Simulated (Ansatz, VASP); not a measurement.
## One calculation of Fe, two programs

Contents of POSCAR:

```
Fe
1.0
   -1.3650158294      1.3650158294      1.3650158294
    1.3650158294     -1.3650158294      1.3650158294
    1.3650158294      1.3650158294     -1.3650158294
Fe
1
Direct
    0.0000000000      0.0000000000      0.0000000000
```

Contents of INCAR.step1:

```
PREC = Accurate
ENCUT = 520
ISMEAR = 0
SIGMA = 0.03
LREAL = False
LASPH = True
NELM = 60
NBANDS = 10
GGA = PE
ALGO = Normal
EDIFF = 1E-4
LWAVE = True
LCHARG = False
```

The input INCAR.step2:

```
PREC = Accurate
ENCUT = 520
EDIFF = 1E-7
ISMEAR = 0
SIGMA = 0.03
LREAL = False
LASPH = True
NELM = 60
ALGO = Normal
ISIF = 2
LWAVE = False
LCHARG = False
METAGGA = R2SCAN
LMIXTAU = True
NBANDS = 10
ISTART = 1
```

Contents of KPOINTS:

```
regular mesh
0
Gamma
  16 16 16
```

Input for Ansatz:

```yaml
crystal:
  lattice:
    - [-1.3650158294, 1.3650158294, 1.3650158294]
    - [1.3650158294, -1.3650158294, 1.3650158294]
    - [1.3650158294, 1.3650158294, -1.3650158294]
  atoms:
    - { symbol: Fe, position: [0.0, 0.0, 0.0] }
hamiltonian:
  xc: r2scan
  pseudopotentials:
    kind: paw
    azcp:
      Fe: "pseudopotentials/Fe.paw.azcp"
basis:
  ecutwfc: 500
  fft_grid_basis: typed
kpoints:
  mp_grid: { grid: [16, 16, 16], shift: [0, 0, 0] }
magnetization:
  spin_polarized: false
scf:
  occupations: { method: gaussian, width: 0.03 }
  lower_state_search: "off"
output:
  stress: true
```

Alike in both runs: task single point; functional r2SCAN; k mesh 16 × 16 × 16; occupations gaussian, width 0.03 eV; no spin polarisation.

|  | VASP | Ansatz |
| --- | --- | --- |
| version | VASP 6.6.1 | Ansatz 0.2.0 |
| potentials or method | VASP PAW PBE potentials, release 64 (Fe), cutoff 520 eV | plane waves (500 eV) with PAW, scalar-relativistic |
| valence electrons in the cell | 8 | 16 |

Ansatz gave:

| Item | Value |
| --- | --- |
| pressure (GPa) | -0.7 |

Task: Which values does VASP return?

Result: Pressure (GPa): -0.2.

VASP's potentials were made for PBE, not for r2SCAN. VASP's potentials hold 8 valence electrons a cell and Ansatz's 16, so a difference there can come from the potentials and not from the codes.
